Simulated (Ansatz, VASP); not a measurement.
**V: VASP beside Ansatz**

```
V
1.0
    -1.48406    1.48406    1.51435
     1.48406   -1.48406    1.51435
     1.48406    1.48406   -1.51435
V
1
Cartesian
  0.0000 0.0000 0.0000
```

Change from the starting cell: strain = -0.02.

Alike in both runs: task single point; functional PBE; k mesh 9 × 9 × 9; occupations fermi-dirac, width 0.05 eV; collinear spin.

```csv
,VASP,Ansatz
version,VASP 6.6.1,Ansatz 0.2.0
potentials or method,"VASP PAW PBE potentials, release 64 (V_sv), cutoff 520 eV","all-electron LAPW, scalar-relativistic"
```

Ansatz gave:

- gap on the k mesh at the Fermi level (eV): none
- pressure (GPa): 1.2
- traceless stress, the component that is largest in VASP (GPa): -1.08
- net moment per atom (μB): 0.00

**Question.** Estimate VASP's values.

**Answer.** gap on the k mesh at the Fermi level (eV): none; pressure (GPa): 1.4; traceless stress, the component that is largest in VASP (GPa): -1.12; net moment per atom (μB): 0.00.

A gap of «none» marks a metal or a gap that the smearing closes. Ansatz ran all-electron here, and VASP with PAW potentials.

Noted on Ansatz's run: the k mesh is thin for a metal, which can move the energy by tens of meV per atom.
